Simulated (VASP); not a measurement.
# LiF in VASP: further runs

The runs below take LiF through single point, with PBEsol.

All numbers are computed with VASP 6.6.1; they aren't measurements. Logs are shortened: lines on timing, memory, paths and dates and some standing lists are left out, and cuts for length are marked.

## (1) The cell of the first run

The structure is hexagonal, space group P6_3mc (No. 186). The conventional cell has a = 3.027 Å, b = 3.027 Å, c = 4.682 Å, α = 90.00°, β = 90.00°, γ = 120.00°. Li (site symmetry 3m) has 4 F at 1.70 to 1.86 Å within 2.3 Å. Within 2.3 Å of F (site symmetry 3m) lie 4 Li at 1.70 to 1.86 Å.

## (2) Single point, PBEsol (strained and its atoms moved)

INCAR

```
SYSTEM = LiF
PREC = Accurate ; ENCUT = 520
EDIFF = 1E-7 ; ISMEAR = 0
SIGMA = 0.02 ; LREAL = .False.
LASPH = .True. ; NELM = 60
ALGO = Normal ; ISIF = 2
LWAVE = .False. ; LCHARG = .False.
GGA = PS ; NBANDS = 18
```

KPOINTS

```
Automatic mesh
0
Gamma
  9 9 6
  0 0 0
```

POSCAR

```
LiF
1.0
    3.0270246043      0.0000000000      0.0000000000
   -1.5135123021      2.6214802052      0.0000000000
    0.0000000000      0.0000000000      4.6819495452
Li F
2 2
Direct
    0.3333333300      0.6666666700      0.3686733053
    0.6666666700      0.3333333300      0.8686733053
    0.3333333300      0.6666666700      1.0063246947
    0.6666666700      0.3333333300      0.5063246947
```

Potentials or basis: VASP PAW PBE potentials, release 64 (Li_sv, F).

Run with:

```bash
$ cat potpaw_PBE.64/Li_sv/POTCAR potpaw_PBE.64/F/POTCAR > POTCAR
$ mpirun -np 1 vasp_std > vasp.out
```

OUTCAR:

```text
SYSTEM = LiF
   PREC = Accurate
   ENCUT = 520
   EDIFF = 1E-7
   ISMEAR = 0
   LREAL = .False.
   LASPH = .True.
   NELM = 60
   ISIF = 2
   GGA = PS

 ion  position               nearest neighbor table
   1  0.333  0.667  0.369-   3 1.70   4 1.86   4 1.86   4 1.86
   2  0.667  0.333  0.869-   4 1.70   3 1.86   3 1.86   3 1.86
   3  0.333  0.667  0.006-   1 1.70   2 1.86   2 1.86   2 1.86
   4  0.667  0.333  0.506-   2 1.70   1 1.86   1 1.86   1 1.86

  LATTYP: Found a hexagonal cell.
 ALAT       =     3.0270246043
 C/A-ratio  =     1.5467167127

  Lattice vectors:

 A1 = (   3.0270246043,   0.0000000000,   0.0000000000)
 A2 = (  -1.5135123021,   2.6214802052,   0.0000000000)
 A3 = (   0.0000000000,   0.0000000000,   4.6819495452)

Analysis of symmetry for initial positions (statically):
=====================================================================
 Subroutine PRICEL returns:
 Original cell was already a primitive cell.

 Routine SETGRP: Setting up the symmetry group for a
 hexagonal supercell.

 Subroutine GETGRP returns: Found 12 space group operations
 (whereof  6 operations were pure point group operations)
 out of a pool of 24 trial point group operations.

The static configuration has the point symmetry C_3v.
 The point group associated with its full space group is C_6v.

Analysis of symmetry for dynamics (positions and initial velocities):
=====================================================================
 Subroutine PRICEL returns:
 Original cell was already a primitive cell.

 Routine SETGRP: Setting up the symmetry group for a
 hexagonal supercell.

 Subroutine GETGRP returns: Found 12 space group operations
 (whereof  6 operations were pure point group operations)
 out of a pool of 24 trial point group operations.

The dynamic configuration has the point symmetry C_3v.
 The point group associated with its full space group is C_6v.

 Subroutine INISYM returns: Found 12 space group operations
 (whereof  6 operations are pure point group operations),
 and found     1 'primitive' translations

----------------------------------------------------------------------------------------

                                     Primitive cell

  volume of cell :      37.1526

[... 91 lines left out ...]
   NELM   =     60;   NELMIN=  2; NELMDL= -5     # of ELM steps
   EDIFF  = 0.1E-06   stopping-criterion for ELM
   LREAL  =      F    real-space projection
   EDIFFG = 0.1E-05   stopping-criterion for IOM
   NSW    =      0    number of steps for IOM
   IBRION =     -1    ionic relax: 0-MD 1-quasi-New 2-CG
   NFREE  =      0    steps in history (QN), initial steepest desc. (CG)
   ISIF   =      2    stress and relaxation
   ISYM   =      2    0-nonsym 1-usesym 2-fastsym
   POTIM  = 0.5000    time-step for ionic-motion
   TEBEG  =    0.0;   TEEND  =   0.0 temperature during run
   PSTRESS=    0.0 pullay stress
   NELECT =      20.0000    total number of electrons
   NUPDOWN=      -1.0000    fix difference up-down
   EMIN   =  10.00;   EMAX   =-10.00  energy-range for DOS
   EFERMI =   0.00;   METHOD = LEGACY
   ISMEAR =     0;   SIGMA  =   0.02  broadening in eV -4-tet -1-fermi 0-gaus
   EFERMI_NEDOS =   21; number of points for ismear=-14 and -15
   IALGO  =     38    algorithm
   IMIX   =      4    mixing-type and parameters
     AMIX     =   0.40;   BMIX     =  1.00
     AMIX_MAG =   1.60;   BMIX_MAG =  1.00
  volume/ion in A,a.u.               =       9.29        62.68
  Fermi-wavevector in a.u.,A,eV,Ry     =   1.331747  2.516637 24.130615  1.773550
  Thomas-Fermi vector in A             =   2.460735
   LORBIT       =      0    0 simple, 1 ext, 2 COOP (PROOUT), +10 PAW based schemes
   GGA     = PS    functional components
   LHFCALC =     F    Hartree Fock is set to
   AEXX    =    0.0000 exact exchange contribution
   IVDW    =     0    specifies the selected vdW correction
   LEPSILON=     F    determine dielectric tensor
   LRPA    =     F    only Hartree local field effects (RPA)
 non-spin polarized calculation
 Gauss-broadening in eV      SIGMA  =   0.02
  energy-cutoff  :      520.00
  volume of cell :       37.15
 maximum number of plane-waves:      1019
 NGX is ok and might be reduce to    24

 number of electron      20.0000008 magnetization

 Free energy of the ion-electron system (eV)
  ---------------------------------------------------
  ext. energy  EPLUGINS =         0.00000000
  ---------------------------------------------------
  free energy    TOTEN  =       -19.45997598 eV

  energy without entropy =      -19.45997598  energy(sigma->0) =      -19.45997598

 E-fermi :  -2.0860     XC(G=0):  -9.3350

 val. band max:       -2.3427595394   @ k =   0.0000   0.0000   0.0000
 cond. band min:       5.7356790341   @ k =   0.0000   0.0000   0.0000
 fundamental gap:      8.0784385735
 Fermi energy:        -2.0859831006

 k-point     1 :       0.0000    0.0000    0.0000
  band No.  band energies     occupation
      1     -41.8131      2.00000
      2     -41.7424      2.00000
      3     -21.6619      2.00000
      4     -21.4621      2.00000
      5      -4.5302      2.00000
      6      -2.7294      2.00000
[... 481 lines left out ...]
      5      -4.4086      2.00000
      6      -3.6910      2.00000
[... 10 lines left out ...]
     17      16.9868      0.00000
     18      19.5242      0.00000

 [... further k-points ...]

------------------------ aborting loop because EDIFF is reached ----------------------------------------

  FORCE on cell =-STRESS in cart. coord.  units (eV):
  Direction    XX          YY          ZZ          XY          YZ          ZX
  --------------------------------------------------------------------------------------
  -------------------------------------------------------------------------------------
  Total        0.4870866      0.4870866      3.2425348      0.0000000      0.0000000      0.0000000
  in kB       21.0052337     21.0052337    139.8318074      0.0000000      0.0000000      0.0000000
  external PRESSURE =      60.6140916 kB  Pullay stress =       0.0000000 kB

 VOLUME and BASIS-vectors are now :
 -----------------------------------------------------------------------------
  energy-cutoff  :      520.00
  volume of cell :       37.15
      direct lattice vectors                 reciprocal lattice vectors
     3.027024604  0.000000000  0.000000000     0.330357407  0.190731938  0.000000000
    -1.513512302  2.621480205  0.000000000     0.000000000  0.381463876  0.000000000
     0.000000000  0.000000000  4.681949545     0.000000000  0.000000000  0.213586240

 POSITION                                       TOTAL-FORCE (eV/Angst)
 -----------------------------------------------------------------------------------
     -0.00000      1.74765      1.72611         0.000000      0.000000      0.834207
      1.51351      0.87383      4.06708         0.000000      0.000000      0.834207
     -0.00000      1.74765      0.02961        -0.000000      0.000000     -0.834207
      1.51351      0.87383      2.37059         0.000000     -0.000000     -0.834207
 -----------------------------------------------------------------------------------
    total drift:                                0.000006     -0.000004      0.006084

  FREE ENERGIE OF THE ION-ELECTRON SYSTEM (eV)
  ---------------------------------------------------
  free  energy   TOTEN  =       -19.4599759774 eV

  energy  without entropy=      -19.4599759774  energy(sigma->0) =      -19.45997598
```

OSZICAR:

```text
N       E                     dE             d eps       ncg     rms          rms(c)
DAV:   1     0.120964985322E+03    0.12096E+03   -0.10882E+04  1728   0.121E+03
DAV:   2    -0.105720995126E+02   -0.13154E+03   -0.12877E+03  2012   0.303E+02
DAV:   3    -0.205924477008E+02   -0.10020E+02   -0.99643E+01  3122   0.627E+01
DAV:   4    -0.207182673018E+02   -0.12582E+00   -0.12560E+00  2152   0.812E+00
DAV:   5    -0.207196962347E+02   -0.14289E-02   -0.14286E-02  2318   0.727E-01    0.681E+00
DAV:   6    -0.194209344205E+02    0.12988E+01   -0.33465E+00  1830   0.142E+01    0.221E+00
DAV:   7    -0.194338181061E+02   -0.12884E-01   -0.12276E-01  2032   0.250E+00    0.145E+00
DAV:   8    -0.194604236722E+02   -0.26606E-01   -0.53874E-02  2074   0.228E+00    0.351E-01
DAV:   9    -0.194593242469E+02    0.10994E-02   -0.73051E-03  2308   0.723E-01    0.990E-02
DAV:  10    -0.194599769018E+02   -0.65265E-03   -0.85093E-04  1922   0.228E-01    0.300E-02
DAV:  11    -0.194599740504E+02    0.28515E-05   -0.42477E-05  2396   0.619E-02    0.605E-03
DAV:  12    -0.194599760578E+02   -0.20074E-05   -0.39784E-06  1934   0.180E-02    0.279E-03
DAV:  13    -0.194599759774E+02    0.80332E-07   -0.36624E-07  2338   0.552E-03
   1 F= -.19459976E+02 E0= -.19459976E+02  d E =-.120013E-75
```

Run time: 23 s. Hardware: 1 thread of Intel Xeon Platinum 8488C (Sapphire Rapids), shared host; peak memory 0.16 GiB.

What came out:

```
Free energy            : -19.4600 eV
Largest force          : 0.834 eV/Å
Band gap on the k mesh : 8.08 eV, direct
```

Forces in eV/Å, atoms in the order of the input:
```
Li   0.000  0.000  0.834
Li   0.000  0.000  0.834
F    0.000  0.000 -0.834
F    0.000  0.000 -0.834
```

Caveat: the cell differs from its parent crystal (strained and its atoms moved); the cutoff is under 1.25 times the usual one of these potentials, so pressure, stress and relaxed cells hold a basis-set (Pulay) error; the PAW data sets were made with another functional, which shifts forces and pressure a little. A k mesh can miss the band edges.

## (3) Single point, PBEsol (strained and its atoms moved)

INCAR

```
PREC = Accurate
ENCUT = 520
EDIFF = 1E-6
ISMEAR = 0
SIGMA = 0.02
LREAL = F
LASPH = T
NELM = 100
ALGO = Normal
ISIF = 2
LWAVE = F
LCHARG = T
GGA = PS
LELF = T
LVHAR = T
NBANDS = 18
```

KPOINTS

```
Automatic mesh
0
Gamma
  9 9 6
```

POSCAR

```
LiF
1.0
    3.1168631880      0.0000000000      0.0000000000
   -1.5584315939      2.6992827009      0.0000000000
    0.0000000000      0.0000000000      4.8230445213
Li F
2 2
Direct
    0.3333333300      0.6666666700      0.3873947373
    0.6666666700      0.3333333300      0.8873947373
    0.3333333300      0.6666666700      0.9876032627
    0.6666666700      0.3333333300      0.4876032627
```

Potentials or basis: VASP PAW PBE potentials, release 64 (Li_sv, F).

Run with:

```bash
$ cat potpaw_PBE.64/Li_sv/POTCAR potpaw_PBE.64/F/POTCAR > POTCAR
$ mpirun -np 1 vasp_std > vasp.out
```

It took 22 s on 1 thread of Intel Xeon Platinum 8488C (Sapphire Rapids), shared host; peak memory 0.16 GiB.

Results (log left out):

| Item | Value |
| --- | --- |
| Free energy | -19.6010 eV |
| Largest force | 0.107 eV/Å |
| Band gap on the k mesh | 7.46 eV, direct |

Forces in eV/Å, atoms in the order of the input:
```
Li   0.000  0.000 -0.107
Li   0.000  0.000 -0.107
F    0.000  0.000  0.107
F    0.000  0.000  0.107
```

Levels at points of the mesh, in eV from the valence-band top:
| k point | band 7 | band 8 | band 9 | band 10 | band 11 | band 12 | band 13 | band 14 |
| --- | --- | --- | --- | --- | --- | --- | --- | --- |
| (0.00, 0.00, 0.00) | -0.58 | -0.25 | -0.25 | 0.00 | 7.46 | 11.79 | 14.94 | 18.07 |
| (0.00, 0.00, 0.50) | -0.41 | -0.41 | -0.41 | -0.41 | 9.20 | 9.20 | 17.28 | 17.28 |

Caveat: the cell differs from its parent crystal (strained and its atoms moved); the cutoff is under 1.25 times the usual one of these potentials, so pressure, stress and relaxed cells hold a basis-set (Pulay) error; the PAW data sets were made with another functional, which shifts forces and pressure a little.

## (4) Single point, PBEsol (one atom moved)

INCAR

```
SYSTEM = LiF
PREC = Accurate ; ENCUT = 520
EDIFF = 1E-6 ; ISMEAR = 0
SIGMA = 0.02 ; LREAL = .FALSE.
LASPH = .TRUE. ; NELM = 60
ALGO = Normal ; ISIF = 2
LWAVE = .FALSE. ; LCHARG = .FALSE.
GGA = PS ; NBANDS = 18
```

KPOINTS

```
regular mesh
0
G
  9 9 6
  0 0 0
```

POSCAR

```
LiF
1.0
    3.0609398175      0.0000000000      0.0000000000
   -1.5304699087      2.6508516414      0.0000000000
    0.0000000000      0.0000000000      4.8073245700
Li F
2 2
Direct
    0.3333333300      0.6666666700      0.3811542600
    0.6666666700      0.3333333300      0.8811542600
    0.3418211683      0.6836423465      0.9938437400
    0.6666666700      0.3333333300      0.4938437400
```

Run with:

```bash
$ cat potpaw_PBE.64/Li_sv/POTCAR potpaw_PBE.64/F/POTCAR > POTCAR
$ mpirun -np 1 vasp_std > vasp.out
```

Run time: 51 s. Hardware: 1 thread of Intel Xeon Platinum 8488C (Sapphire Rapids), shared host; peak memory 0.2 GiB.

Results (log left out):

| Property | Result |
| --- | --- |
| Free energy | -19.5941 eV |
| Largest force | 0.224 eV/Å |
| Band gap on the k mesh | 7.73 eV, direct |

Forces on the atoms (eV/Å):
```
Li   0.000  0.011 -0.002
Li   0.000  0.198 -0.011
F    0.000 -0.224  0.012
F    0.000  0.015  0.001
```

Levels at points of the mesh, in eV from the valence-band top:
| k point | band 6 | band 7 | band 8 | band 9 | band 10 | band 11 | band 12 | band 13 | band 14 | band 15 |
| --- | --- | --- | --- | --- | --- | --- | --- | --- | --- | --- |
| (0.00, 0.00, 0.00) | -0.52 | -0.45 | -0.16 | -0.15 | 0.00 | 7.73 | 12.02 | 15.30 | 18.57 | 18.61 |
| (0.00, 0.00, 0.50) | -1.19 | -0.36 | -0.32 | -0.32 | -0.28 | 9.44 | 9.44 | 17.63 | 17.64 | 18.73 |

Caveat: the cell differs from its parent crystal (one atom moved); the cutoff is under 1.25 times the usual one of these potentials, so pressure, stress and relaxed cells hold a basis-set (Pulay) error; the PAW data sets were made with another functional, which shifts forces and pressure a little. A k mesh can miss the band edges.

## (5) Single point, PBEsol (one atom moved)

INCAR

```
SYSTEM = LiF
  PREC = Accurate
  ENCUT = 520
  EDIFF = 1E-7
  ISMEAR = 0
  SIGMA = 0.02
  LREAL = .FALSE.
  LASPH = .TRUE.
  NELM = 100
  ALGO = Normal
  ISIF = 2
  LWAVE = .FALSE.
  LCHARG = .FALSE.
  GGA = PS
  NBANDS = 18
```

KPOINTS

```
Automatic mesh
0
G
  9 9 6
  0 0 0
```

POSCAR: that of step 4 with these lines changed.

```diff
@@ -10,3 +10,3 @@
     0.6666666700      0.3333333300      0.8811542600
-    0.3418211683      0.6836423465      0.9938437400
+    0.3627360642      0.6666666700      0.9938437400
     0.6666666700      0.3333333300      0.4938437400
```

Run with:

```bash
$ cat potpaw_PBE.64/Li_sv/POTCAR potpaw_PBE.64/F/POTCAR > POTCAR
$ mpirun -np 1 vasp_std > vasp.out
```

Wall time 85 s (1 thread of Intel Xeon Platinum 8488C (Sapphire Rapids), shared host); peak memory 0.24 GiB.

Results (log left out):

- Free energy: -19.5803 eV
- Largest force: 0.427 eV/Å
- Band gap on the k mesh: 7.72 eV, direct

Forces on the atoms (eV/Å):
```
Li   0.023  0.000 -0.007
Li   0.369 -0.067 -0.038
F   -0.420  0.070  0.043
F    0.028 -0.003  0.002
```

Levels at points of the mesh, in eV from the valence-band top:
| k point | band 7 | band 8 | band 9 | band 10 | band 11 | band 12 | band 13 | band 14 |
| --- | --- | --- | --- | --- | --- | --- | --- | --- |
| (0.00, 0.00, 0.00) | -0.43 | -0.17 | -0.14 | 0.00 | 7.72 | 12.01 | 15.28 | 18.55 |
| (0.00, 0.00, 0.50) | -0.41 | -0.33 | -0.32 | -0.24 | 9.42 | 9.44 | 17.60 | 17.62 |

Caveat: the cell differs from its parent crystal (one atom moved); the cutoff is under 1.25 times the usual one of these potentials, so pressure, stress and relaxed cells hold a basis-set (Pulay) error; the PAW data sets were made with another functional, which shifts forces and pressure a little.

## (6) Overview

| cell | gap on the mesh (eV) | largest force (eV/Å) |
| --- | --- | --- |
| a = 3.027, b = 3.027, c = 4.682 Å, angles 90.0, 90.0, 120.0°, 4 atoms | 8.08 | 0.83 |
| a = 3.117, b = 3.117, c = 4.823 Å, angles 90.0, 90.0, 120.0°, 4 atoms | 7.46 | 0.11 |
| a = 3.061, b = 3.061, c = 4.807 Å, angles 90.0, 90.0, 120.0°, 4 atoms | 7.72 | 0.43 |

Some of these runs hold the atoms at other places in the same cell, which the table doesn't show; runs alike in all that it shows share one row.

Alike in all rows: task single point; level PBEsol; potentials or basis VASP PAW PBE potentials, release 64 (Li_sv, F); no spin polarisation; k mesh 9 × 9 × 6; cutoff (eV) 520; smearing gaussian 0.02 eV.

Caveats: the cutoff is under 1.25 times the usual one of these potentials, so pressure, stress and relaxed cells hold a basis-set (Pulay) error; the PAW data sets were made with another functional, which shifts forces and pressure a little.

Total energies depend on the potentials used, so only differences within one code and one set of settings carry meaning.
